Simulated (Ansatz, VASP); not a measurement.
**One calculation of SnS3, two programs**

File INCAR:

```
  PREC = Accurate
  ENCUT = 600
  EDIFF = 1E-6
  ISMEAR = 0
  SIGMA = 0.1
  LREAL = F
  LASPH = T
  NELM = 80
  ALGO = Normal
  ISIF = 3
  LWAVE = F
  LCHARG = F
  GGA = PE
  IBRION = 2
  NSW = 100
  EDIFFG = -0.01
```

The input KPOINTS:

```
Automatic mesh
0
Gamma
  14 14 8
```

The input POSCAR:

```
SnS3
1.0
    3.3467871185      0.0000000000      0.0000000000
    0.0000000000      3.3467871185      0.0000000000
    0.0000000000      0.0000000000      6.6823455360
Sn S
1 3
Direct
    0.0000000000      0.0000000000      0.0000000000
    0.5000000000      0.5000000000      0.2523929100
    0.5000000000      0.5000000000      0.7476070900
    0.0000000000      0.0000000000      0.5000000000
```

Input for Ansatz:

```yaml
crystal:
  lattice:
    - [3.3467871185, 0.0, 0.0]
    - [0.0, 3.3467871185, 0.0]
    - [0.0, 0.0, 6.682345536]
  atoms:
    - { symbol: Sn, position: [0.0, 0.0, 0.0] }
    - { symbol: S, position: [0.5, 0.5, 0.25239291] }
    - { symbol: S, position: [0.5, 0.5, 0.74760709] }
    - { symbol: S, position: [0.0, 0.0, 0.5] }
basis:
  ecutwfc: 420
kpoints:
  mp_grid: { grid: [14, 14, 8] }
hamiltonian:
  xc: pbe
scf:
  occupations: { method: gaussian, width: 0.1 }
output:
  forces: true
  stress: true
  eigenvalues: true
  write_density: true
  write_potential: true
  elf: true
  volumetric_format: npy
relax:
  adjacent_minimum: "off"
  f_tol: 0.01
  max_steps: 80
  cell: { stress_tol: 0.05 }
```

Change from the starting cell: species swapped into the HgPb3 type (P4/mmm, No. 123).

Alike in both runs: task relaxation of cell and atoms; functional PBE; k mesh 14 × 14 × 8; occupations gaussian, width 0.1 eV; no spin polarisation.

```csv
,VASP,Ansatz
version,VASP 6.6.1,Ansatz 0.2.0
potentials or method,"VASP PAW PBE potentials, release 64 (Sn_d, S), cutoff 600 eV","scalar-relativistic, plane waves, PAW"
valence electrons in the cell,32,32
```

|  | VASP | Ansatz | Ansatz less VASP |
| --- | --- | --- | --- |
| gap on the k mesh at the Fermi level, each at its own relaxed structure (eV) | none | none | - |
| relaxed volume (Å³/atom) | 18.76 | 18.76 | +0.005 |
| relaxed cell length with the largest relative difference (Å) | 3.362 | 3.362 | +0.0003 |

A gap of «none» marks a metal or a gap that the smearing closes.
